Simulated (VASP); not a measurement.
Input of a VASP 6.6.1 run:

INCAR

```
  PREC = Accurate
  ENCUT = 400
  EDIFF = 1E-8
  ISMEAR = -1
  SIGMA = 0.02
  LREAL = False
  LASPH = True
  NELM = 120
  ALGO = Normal
  ISIF = 2
  LWAVE = False
  LCHARG = False
  GGA = PS
  LEFG = True
  NBANDS = 14
  GGA_COMPAT = False
```

The input KPOINTS:

```
Automatic mesh
0
Gamma
  8 8 8
```

File POSCAR:

```
NaCl
1.0
    2.7742000000      0.0000000000      0.0000000000
    0.0000000000      2.7742000000      0.0000000000
    0.0000000000      0.0000000000      2.8600000000
Na Cl
1 1
Direct
    0.0000000000      0.0000000000      0.0000000000
    0.5000000000      0.5000000000      0.5000000000
```

Potentials or basis: VASP PAW PBE potentials, release 64 (Na_pv, Cl).

The run is started by

```console
$ cat potpaw_PBE.64/Na_pv/POTCAR potpaw_PBE.64/Cl/POTCAR > POTCAR
$ mpirun -np 1 vasp_std > vasp.out
```

(1) Estimate the band gap on the k mesh.

(2) Estimate the pressure.

## Answers

(1) 3.79 eV, direct.

(2) 76.4 GPa.

Caveat: the cell differs from its parent crystal (equal xx and yy strain of -3 %); without QUAD_EFG the Cq values of the log hold for a quadrupole moment of 1 mb, not for the nuclei; the PAW data sets were made with another functional, which shifts forces and pressure a little.
